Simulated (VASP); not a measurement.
Here is a VASP 6.6.1 calculation.

File INCAR:

```
SYSTEM = Nb
PREC = Accurate ; ENCUT = 500
EDIFF = 1E-6 ; ISMEAR = 0
SIGMA = 0.1 ; LREAL = .FALSE.
LASPH = .TRUE. ; NELM = 120
ALGO = Normal ; ISIF = 2
LWAVE = .FALSE. ; LCHARG = .FALSE.
GGA = PS ; NBANDS = 12
GGA_COMPAT = .FALSE.
```

KPOINTS

```
regular mesh
0
G
  22 22 22
  0 0 0
```

The input POSCAR:

```
Nb
1.0
    0.0000000000      2.0853670091      2.0853670091
    2.0853670091      0.0000000000      2.0853670091
    2.0853670091      2.0853670091      0.0000000000
Nb
1
Direct
    0.0000000000      0.0000000000      0.0000000000
```

Potentials or basis: VASP PAW PBE potentials, release 64 (Nb_sv).

Command:

```bash
$ cat potpaw_PBE.64/Nb_sv/POTCAR > POTCAR
$ mpirun -np 1 vasp_std > vasp.out
```

Q: Predict the pressure.

A: -0.4 GPa.

Caveat: the PAW data sets were made with another functional, which shifts forces and pressure a little.
